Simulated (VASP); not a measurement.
TaO, 2 atoms in the cell. The structure is hexagonal, space group P6/mmm (No. 191). The conventional cell has a = 3.066 Å, b = 3.066 Å, c = 3.855 Å, α = 90.00°, β = 90.00°, γ = 120.00°. Within 2.6 Å of Ta (site symmetry 6/mmm) lie 2 O at 1.93 Å. O (site symmetry 6/mmm) has 2 Ta at 1.93 Å within 2.6 Å. 

- Program: VASP 6.6.1
- Task: single point
- Functional: r2SCANh
- Potentials or basis: VASP PAW PBE potentials, release 64 (Ta_pv, O)
- Cutoff: 520 eV
- k mesh: 5 × 5 × 4
- Occupations: fermi-dirac, width 0.05 eV
- Spin: no spin polarisation
- Dipole correction: no
- Grid for exact exchange (PRECFOCK): Normal
- Further INCAR settings: ALGO = Normal; EDIFF = 1e-07; NBANDS = 16
- Share of exact exchange: 0.1

Potentials or basis: VASP PAW PBE potentials, release 64 (Ta_pv, O).

Launch:

```bash
$ cat potpaw_PBE.64/Ta_pv/POTCAR potpaw_PBE.64/O/POTCAR > POTCAR
$ cp INCAR.step1 INCAR
$ mpirun -np 1 vasp_std > vasp.out
$ cp INCAR.step2 INCAR
$ mpirun -np 1 vasp_std > vasp.out
```

Hardware: 1 thread of AMD EPYC 7R43 64-Core Processor (Zen 3), on a shared host.

**Question.** How long does it take, and how much memory?

**Answer.** Wall time 19 min on 1 thread of AMD EPYC 7R43 64-Core Processor (Zen 3), with other jobs on the host, peak memory 0.13 GiB. Counts: k points 15.
